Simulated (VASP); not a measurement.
Runs of VASP 6.6.1 on Ca3GeBiH4. The structure is that of space group P6/mmm (No. 191), or close to it. The cells are those of the table. The cell was built from a structure type or drawn by symmetry, and may not be a known phase.

| task | cell | k mesh | cutoff (eV) | gap on the mesh (eV) | pressure (GPa) |
| --- | --- | --- | --- | --- | --- |
| single point | a = 6.247, b = 6.247, c = 4.569 Å, angles 90.0, 90.0, 120.0°, 9 atoms | 3 × 3 × 4 | 520 | none | (a) |
| single point | a = 7.083, b = 7.083, c = 5.184 Å, angles 90.0, 90.0, 120.0°, 9 atoms | 6 × 6 × 8 | 520 | none | 0.0 |
| single point | a = 7.069, b = 7.069, c = 5.272 Å, angles 90.0, 90.0, 120.0°, 9 atoms | 3 × 3 × 4 | 520 | none | 0.1 |
| relaxation of cell and atoms | relaxed from a = 6.247, b = 6.247, c = 4.569 Å, angles 90.0, 90.0, 120.0°, 9 atoms | 3 × 3 × 4 | 600 | none | -0.2 |

Alike in all rows: level PBE; potentials or basis VASP PAW PBE potentials, release 64 (Ca_sv, Ge_d, Bi_d, H); no spin polarisation; smearing gaussian 0.1 eV.

Fill in the values left out.

(a) 24.9.

Caveats: some runs use coarse meshes; spin-orbit coupling is left out, which moves the levels of the heavy elements.

A k mesh can miss the band edges, and the runs leave out spin-orbit coupling on Bi, Ge.

A gap of «none» marks levels without a gap at the run's occupations.
